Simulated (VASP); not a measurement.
# Al2O3 (P-6m2) in VASP: further runs

The runs below take Al2O3 through single point, with r2SCAN.

All numbers are computed with VASP 6.6.1; they aren't measurements. Logs are shortened: lines on timing, memory, paths and dates and some standing lists are left out, and cuts for length are marked.

## 1. The cell of the first run

The structure is hexagonal, space group P-6m2 (No. 187). The conventional cell has a = 2.798 Å, b = 2.798 Å, c = 9.057 Å, α = 90.00°, β = 90.00°, γ = 120.00°. Within 2.3 Å of Al (site symmetry 3m) lie 6 O at 1.74 to 2.11 Å. Within 2.3 Å of O (site symmetry 3m) lie 3 Al at 1.74 Å. Within 2.8 Å of O (site symmetry -6m2) lie 6 Al at 2.11 Å and 12 O at 2.58 to 2.80 Å.

## 2. Single point, r2SCAN (strain -0.030 along x and y, -0.030 along z)

POSCAR reads:

```
Al2O3
1.0
    2.7977951999      0.0000000000      0.0000000000
   -1.3988976000      2.4229617176      0.0000000000
    0.0000000000      0.0000000000      9.0566518262
Al O
2 3
Direct
    0.0000000000      0.0000000000      0.1499923300
    0.0000000000      0.0000000000      0.8500076700
    0.3333333333      0.6666666667      0.2223169200
    0.6666666667      0.3333333333      0.0000000000
    0.3333333333      0.6666666667      0.7776830800
```

INCAR.step1 reads:

```
SYSTEM = Al2O3
PREC     = Accurate       ! precision mode
ENCUT    = 520            ! plane-wave cutoff, eV
ISMEAR   = 0              ! smearing method
SIGMA    = 0.05           ! smearing width, eV
LREAL    = .FALSE.        ! projectors in reciprocal space
LASPH    = .TRUE.         ! aspherical terms in the spheres
NELM     = 80             ! most SCF steps
NBANDS   = 20             ! bands
GGA      = PE             ! functional
ALGO     = Normal         ! electronic algorithm
EDIFF    = 1E-4           ! SCF threshold, eV
LWAVE    = .TRUE.         ! write WAVECAR
LCHARG   = .FALSE.        ! write CHGCAR
```

INCAR.step2 reads:

```
SYSTEM = Al2O3
PREC     = Accurate       ! precision mode
ENCUT    = 520            ! plane-wave cutoff, eV
EDIFF    = 1E-7           ! SCF threshold, eV
ISMEAR   = 0              ! smearing method
SIGMA    = 0.05           ! smearing width, eV
LREAL    = .FALSE.        ! projectors in reciprocal space
LASPH    = .TRUE.         ! aspherical terms in the spheres
NELM     = 80             ! most SCF steps
ALGO     = Normal         ! electronic algorithm
ISIF     = 2              ! what is computed and relaxed
LWAVE    = .FALSE.        ! write WAVECAR
LCHARG   = .FALSE.        ! write CHGCAR
METAGGA  = R2SCAN         ! meta-GGA
LMIXTAU  = .TRUE.       
NBANDS   = 20             ! bands
ISTART   = 1
```

KPOINTS reads:

```
Automatic mesh
0
G
  12 12 4
  0 0 0
```

Potentials or basis: VASP PAW PBE potentials, release 64 (Al, O).

On the command line:

```console
> cat potpaw_PBE.64/Al/POTCAR potpaw_PBE.64/O/POTCAR > POTCAR
> cp INCAR.step1 INCAR
> mpirun -np 1 vasp_std > vasp.out
> cp INCAR.step2 INCAR
> mpirun -np 1 vasp_std > vasp.out
```

OUTCAR:

```text
SYSTEM = Al2O3
   PREC = Accurate
   ENCUT = 520
   EDIFF = 1E-7
   ISMEAR = 0
   LREAL = .FALSE.
   LASPH = .TRUE.
   NELM = 80
   ISIF = 2
   METAGGA = R2SCAN
   ISTART = 1

 ion  position               nearest neighbor table
   1  0.000  0.000  0.150-   3 1.74   3 1.74   3 1.74   4 2.11   4 2.11   4 2.11   2 2.72
   2  0.000  0.000  0.850-   5 1.74   5 1.74   5 1.74   4 2.11   4 2.11   4 2.11   1 2.72
   3  0.333  0.667  0.222-   1 1.74   1 1.74   1 1.74
   4  0.667  0.333  0.000-   1 2.11   2 2.11   1 2.11   2 2.11   1 2.11   2 2.11
   5  0.333  0.667  0.778-   2 1.74   2 1.74   2 1.74

  LATTYP: Found a hexagonal cell.
 ALAT       =     2.7977951999
 C/A-ratio  =     3.2370674689

  Lattice vectors:

 A1 = (   2.7977951999,   0.0000000000,   0.0000000000)
 A2 = (  -1.3988976000,   2.4229617176,   0.0000000000)
 A3 = (   0.0000000000,   0.0000000000,   9.0566518262)

Analysis of symmetry for initial positions (statically):
=====================================================================
 Subroutine PRICEL returns:
 Original cell was already a primitive cell.

 Routine SETGRP: Setting up the symmetry group for a
 hexagonal supercell.

 Subroutine GETGRP returns: Found 12 space group operations
 (whereof 12 operations were pure point group operations)
 out of a pool of 24 trial point group operations.

The static configuration has the point symmetry D_3h.

Analysis of symmetry for dynamics (positions and initial velocities):
=====================================================================
 Subroutine PRICEL returns:
 Original cell was already a primitive cell.

 Routine SETGRP: Setting up the symmetry group for a
 hexagonal supercell.

 Subroutine GETGRP returns: Found 12 space group operations
 (whereof 12 operations were pure point group operations)
 out of a pool of 24 trial point group operations.

The dynamic configuration has the point symmetry D_3h.

 Subroutine INISYM returns: Found 12 space group operations
 (whereof 12 operations are pure point group operations),
 and found     1 'primitive' translations

----------------------------------------------------------------------------------------

                                     Primitive cell

  volume of cell :      61.3946

  direct lattice vectors                    reciprocal lattice vectors
     2.797795200  0.000000000  0.000000000     0.357424303  0.206359018  0.000000000
    -1.398897600  2.422961718  0.000000000     0.000000000  0.412718035  0.000000000
     0.000000000  0.000000000  9.056651826     0.000000000  0.000000000  0.110416081

  length of vectors
     2.797795200  2.797795200  9.056651826     0.412718035  0.412718035  0.110416081

  position of ions in fractional coordinates (direct lattice)
     0.000000000  0.000000000  0.149992330
     0.000000000  0.000000000  0.850007670
     0.333333333  0.666666667  0.222316920
     0.666666667  0.333333333  0.000000000
     0.333333333  0.666666667  0.777683080

  ion indices of the primitive-cell ions
   primitive index   ion index
                 1           1
                 2           2
                 3           3
                 4           4
                 5           5

----------------------------------------------------------------------------------------

 KPOINTS: Automatic mesh

Automatic generation of k-mesh.
 Grid dimensions read from file:
 generate k-points for:   12   12    4

 Generating k-lattice:

  Cartesian coordinates                     Fractional coordinates (reciprocal lattice)
     0.029785359  0.017196585  0.000000000     0.083333333  0.000000000  0.000000000
     0.000000000  0.034393170  0.000000000     0.000000000  0.083333333  0.000000000
     0.000000000  0.000000000  0.027604020     0.000000000  0.000000000  0.250000000

  Length of vectors
     0.034393170  0.034393170  0.027604020

  Shift w.r.t. Gamma in fractional coordinates (k-lattice)
     0.000000000  0.000000000  0.000000000

 Subroutine IBZKPT returns following result:
 ===========================================

 Found     57 irreducible k-points:

 Following reciprocal coordinates:
            Coordinates               Weight
  0.000000  0.000000  0.000000      1.000000
  0.083333  0.000000  0.000000      6.000000
  0.166667  0.000000  0.000000      6.000000
  0.250000  0.000000  0.000000      6.000000
  0.333333  0.000000  0.000000      6.000000
  0.416667  0.000000  0.000000      6.000000
[... 16 lines left out ...]
  0.250000  0.000000  0.250000     12.000000
  0.333333  0.000000  0.250000     12.000000
 [... further k-points ...]
   k-points           NKPTS =     57   k-points in BZ     NKDIM =     57   number of bands    NBANDS=     20
   number of dos      NEDOS =    301   number of ions     NIONS =      5
   total plane-waves  NPLWV =  40320
   dimension x,y,z NGX =    24 NGY =   24 NGZ =   70
   dimension x,y,z NGXF=    48 NGYF=   48 NGZF=  140
   ions per type =               2   3
   NGX,Y,Z   is equivalent  to a cutoff of  14.26, 14.26, 12.85 a.u.
   NGXF,Y,Z  is equivalent  to a cutoff of  28.52, 28.52, 25.70 a.u.
 SYSTEM =  Al2O3
   PREC   = accura    normal or accurate (medium, high low for compatibility)
   ISTART =      1    job   : 0-new  1-cont  2-samecut
   ICHARG =      0    charge: 1-file 2-atom 10-const
   ISPIN  =      1    spin polarized calculation?
   LNONCOLLINEAR =      F non collinear calculations
   LSORBIT =      F    spin-orbit coupling
   LASPH  =      T    aspherical Exc in radial PAW
   ENCUT  =  520.0 eV  38.22 Ry    6.18 a.u.   5.20  5.20 16.84*2*pi/ulx,y,z
   NELM   =     80;   NELMIN=  2; NELMDL=  0     # of ELM steps
   EDIFF  = 0.1E-06   stopping-criterion for ELM
   LREAL  =      F    real-space projection
   EDIFFG = 0.1E-05   stopping-criterion for IOM
   NSW    =      0    number of steps for IOM
   IBRION =     -1    ionic relax: 0-MD 1-quasi-New 2-CG
   NFREE  =      0    steps in history (QN), initial steepest desc. (CG)
   ISIF   =      2    stress and relaxation
   ISYM   =      2    0-nonsym 1-usesym 2-fastsym
   POTIM  = 0.5000    time-step for ionic-motion
   TEBEG  =    0.0;   TEEND  =   0.0 temperature during run
   PSTRESS=    0.0 pullay stress
   NELECT =      24.0000    total number of electrons
   NUPDOWN=      -1.0000    fix difference up-down
   EMIN   =  10.00;   EMAX   =-10.00  energy-range for DOS
   EFERMI =   0.00;   METHOD = LEGACY
   ISMEAR =     0;   SIGMA  =   0.05  broadening in eV -4-tet -1-fermi 0-gaus
   EFERMI_NEDOS =   21; number of points for ismear=-14 and -15
   IALGO  =     38    algorithm
   IMIX   =      4    mixing-type and parameters
     AMIX     =   0.40;   BMIX     =  1.00
     AMIX_MAG =   1.60;   BMIX_MAG =  1.00
  volume/ion in A,a.u.               =      12.28        82.86
  Fermi-wavevector in a.u.,A,eV,Ry     =   1.197021  2.262042 19.495242  1.432860
  Thomas-Fermi vector in A             =   2.332947
   LORBIT       =      0    0 simple, 1 ext, 2 COOP (PROOUT), +10 PAW based schemes
   METAGGA = R2SCAN    functional components
   LHFCALC =     F    Hartree Fock is set to
   AEXX    =    0.0000 exact exchange contribution
   IVDW    =     0    specifies the selected vdW correction
   LEPSILON=     F    determine dielectric tensor
   LRPA    =     F    only Hartree local field effects (RPA)
 non-spin polarized calculation
 Gauss-broadening in eV      SIGMA  =   0.05
  energy-cutoff  :      520.00
  volume of cell :       61.39
 maximum number of plane-waves:      1668
 NGX is ok and might be reduce to    24
   NGX = 11   NGY = 11   NGZ = 33

 number of electron      24.0000017 magnetization

 Free energy of the ion-electron system (eV)
  ---------------------------------------------------
  ext. energy  EPLUGINS =         0.00000000
  ---------------------------------------------------
  free energy    TOTEN  =       -46.69332045 eV

  energy without entropy =      -46.69332045  energy(sigma->0) =      -46.69332045

 E-fermi :   1.2983     XC(G=0):  -9.1431

 val. band max:        1.0758254318   @ k =   0.1667   0.0000   0.0000
 cond. band min:       7.5269723116   @ k =   0.0000   0.0000   0.0000
 fundamental gap:      6.4511468798
 Fermi energy:         1.2983050786

 k-point     1 :       0.0000    0.0000    0.0000
  band No.  band energies     occupation
      1     -19.2630      2.00000
      2     -17.9351      2.00000
      3     -16.7009      2.00000
      4      -4.3509      2.00000
      5      -1.1408      2.00000
      6      -0.5750      2.00000
[... 12 lines left out ...]
     19      17.9822      0.00000
     20      17.9823      0.00000

 k-point     2 :       0.0833    0.0000    0.0000
  band No.  band energies     occupation
      1     -19.1670      2.00000
      2     -17.8632      2.00000
      3     -16.6655      2.00000
      4      -4.2939      2.00000
      5      -1.4302      2.00000
      6      -0.6668      2.00000
[... 12 lines left out ...]
     19      17.2006      0.00000
     20      17.9998      0.00000

 k-point     3 :       0.1667    0.0000    0.0000
  band No.  band energies     occupation
      1     -18.8897      2.00000
      2     -17.6609      2.00000
      3     -16.5729      2.00000
      4      -4.1733      2.00000
      5      -2.2634      2.00000
      6      -1.3762      2.00000
[... 12 lines left out ...]
     19      16.0898      0.00000
     20      16.9087      0.00000

 k-point     4 :       0.2500    0.0000    0.0000
  band No.  band energies     occupation
      1     -18.4654      2.00000
      2     -17.3677      2.00000
      3     -16.4638      2.00000
      4      -4.1875      2.00000
      5      -3.3663      2.00000
      6      -2.0534      2.00000
[... 429 lines left out ...]
 k-point    23 :       0.2500    0.0000    0.2500
  band No.  band energies     occupation
      1     -18.4653      2.00000
      2     -17.3679      2.00000
      3     -16.4636      2.00000
      4      -4.1880      2.00000
      5      -3.3650      2.00000
      6      -2.0523      2.00000
[... 12 lines left out ...]
     19      15.6157      0.00000
     20      16.8707      0.00000

 k-point    24 :       0.3333    0.0000    0.2500
  band No.  band energies     occupation
      1     -17.9576      2.00000
      2     -17.0518      2.00000
      3     -16.4004      2.00000
      4      -4.5403      2.00000
      5      -4.4119      2.00000
      6      -2.8707      2.00000
[... 12 lines left out ...]
     19      15.8897      0.00000
     20      17.1923      0.00000

 [... further k-points ...]

------------------------ aborting loop because EDIFF is reached ----------------------------------------

  FORCE on cell =-STRESS in cart. coord.  units (eV):
  Direction    XX          YY          ZZ          XY          YZ          ZX
  --------------------------------------------------------------------------------------
  -------------------------------------------------------------------------------------
  Total        4.8966292      4.8966292      2.5301801     -0.0000000     -0.0000000      0.0000000
  in kB      127.7843461    127.7843461     66.0285684     -0.0000000     -0.0000000      0.0000000
  external PRESSURE =     107.1990868 kB  Pullay stress =       0.0000000 kB

 VOLUME and BASIS-vectors are now :
 -----------------------------------------------------------------------------
  energy-cutoff  :      520.00
  volume of cell :       61.39
      direct lattice vectors                 reciprocal lattice vectors
     2.797795200  0.000000000  0.000000000     0.357424303  0.206359018  0.000000000
    -1.398897600  2.422961718  0.000000000     0.000000000  0.412718035  0.000000000
     0.000000000  0.000000000  9.056651826     0.000000000  0.000000000  0.110416081

 POSITION                                       TOTAL-FORCE (eV/Angst)
 -----------------------------------------------------------------------------------
      0.00000      0.00000      1.35843         0.000000     -0.000000     -0.223943
      0.00000      0.00000      7.69822         0.000000     -0.000000      0.223943
     -0.00000      1.61531      2.01345        -0.000000      0.000000      0.803663
      1.39890      0.80765      0.00000        -0.000000      0.000000      0.000000
     -0.00000      1.61531      7.04320        -0.000000      0.000000     -0.803663
 -----------------------------------------------------------------------------------
    total drift:                                0.000005     -0.000003      0.000000

  FREE ENERGIE OF THE ION-ELECTRON SYSTEM (eV)
  ---------------------------------------------------
  free  energy   TOTEN  =       -46.6933204508 eV

  energy  without entropy=      -46.6933204508  energy(sigma->0) =      -46.69332045
```

Wall time 13 min (1 thread of AMD EPYC 7R13, shared host); peak memory 0.2 GiB.

Results:

* Free energy: -46.6933 eV
* Pressure: 10.7 GPa
* Largest force: 0.804 eV/Å
* Band gap on the k mesh: 6.45 eV (least direct gap 6.73 eV)

Forces on the atoms (eV/Å):
```
Al   0.000  0.000 -0.224
Al   0.000  0.000  0.224
O    0.000  0.000  0.804
O    0.000  0.000  0.000
O    0.000  0.000 -0.804
```

Levels at points of the mesh, in eV from the valence-band top:
```
           k point  band 8  band 9  band 10  band 11  band 12  band 13  band 14  band 15  band 16  band 17
(0.00, 0.00, 0.00)   -1.28   -1.28    -0.61    -0.61    -0.28     6.45     8.71     9.81    10.70    15.00
(0.50, 0.00, 0.00)   -2.46   -2.03    -1.16    -0.90    -0.62     9.35    10.62    10.88    12.70    13.43
(0.00, 0.00, 0.50)   -1.28   -1.28    -0.61    -0.61    -0.33     6.65     8.33     9.63    11.32    14.40
(0.50, 0.00, 0.50)   -2.47   -2.03    -1.16    -0.91    -0.61     9.37    10.71    10.80    12.30    14.12
```

Caveat: the cell differs from its parent crystal (strain -0.030 along x and y, -0.030 along z); the stress differs along the axes, from 7 to 13 GPa; the PAW data sets were made with another functional, which shifts forces and pressure a little.

## 3. Single point, r2SCAN (strain -0.015 along x and y, -0.015 along z)

POSCAR: that of step 2 with these lines changed.

```diff
@@ -2,5 +2,5 @@
 1.0
-    2.7977951999      0.0000000000      0.0000000000
-   -1.3988976000      2.4229617176      0.0000000000
-    0.0000000000      0.0000000000      9.0566518262
+    2.8410600741      0.0000000000      0.0000000000
+   -1.4205300371      2.4604301978      0.0000000000
+    0.0000000000      0.0000000000      9.1967031431
 Al O
```

INCAR.step1 reads:

```
SYSTEM = Al2O3
PREC = Accurate
ENCUT = 520
ISMEAR = 0
SIGMA = 0.05
LREAL = .False.
LASPH = .True.
NELM = 60
NBANDS = 20
GGA = PE
ALGO = Normal
EDIFF = 1E-4
LWAVE = .True.
LCHARG = .False.
```

INCAR.step2 reads:

```
SYSTEM = Al2O3
PREC = Accurate
ENCUT = 520
EDIFF = 1E-6
ISMEAR = 0
SIGMA = 0.05
LREAL = .False.
LASPH = .True.
NELM = 60
ALGO = Normal
ISIF = 2
LWAVE = .False.
LCHARG = .False.
METAGGA = R2SCAN
LMIXTAU = .True.
NBANDS = 20
ISTART = 1
```

KPOINTS reads:

```
regular mesh
0
Gamma
  12 12 4
  0 0 0
```

Potentials or basis: VASP PAW PBE potentials, release 64 (Al, O).

On the command line:

```console
> cat potpaw_PBE.64/Al/POTCAR potpaw_PBE.64/O/POTCAR > POTCAR
> cp INCAR.step1 INCAR
> mpirun -np 1 vasp_std > vasp.out
> cp INCAR.step2 INCAR
> mpirun -np 1 vasp_std > vasp.out
```

Wall time 13 min (1 thread of AMD EPYC 7R13, shared host); peak memory 0.2 GiB.

The run converged. Its results:

| Quantity | Value |
| --- | --- |
| Free energy | -46.8118 eV |
| Pressure | 2.3 GPa |
| Largest force | 0.139 eV/Å |
| Band gap on the k mesh | 6.02 eV (least direct gap 6.27 eV) |

Forces on the atoms (eV/Å):
```
Al   0.000  0.000 -0.021
Al   0.000  0.000  0.021
O    0.000  0.000  0.139
O    0.000  0.000  0.000
O    0.000  0.000 -0.139
```

Stress tensor (GPa, compression positive):
```
2.88 0.00 0.00
0.00 2.88 0.00
0.00 0.00 1.04
```

Levels at points of the mesh, in eV from the valence-band top:
```
           k point  band 8  band 9  band 10  band 11  band 12  band 13  band 14  band 15  band 16  band 17
(0.00, 0.00, 0.00)   -1.27   -1.27    -0.59    -0.59    -0.25     6.02     8.50     9.27    10.39    14.56
(0.50, 0.00, 0.00)   -2.36   -2.00    -1.10    -0.86    -0.60     9.02    10.32    10.39    12.37    13.21
(0.00, 0.00, 0.50)   -1.27   -1.27    -0.59    -0.59    -0.30     6.18     8.12     9.25    10.86    14.10
(0.50, 0.00, 0.50)   -2.36   -2.00    -1.10    -0.87    -0.59     9.03    10.33    10.40    12.03    13.80
```

Caveat: the cell differs from its parent crystal (strain -0.015 along x and y, -0.015 along z); the PAW data sets were made with another functional, which shifts forces and pressure a little.
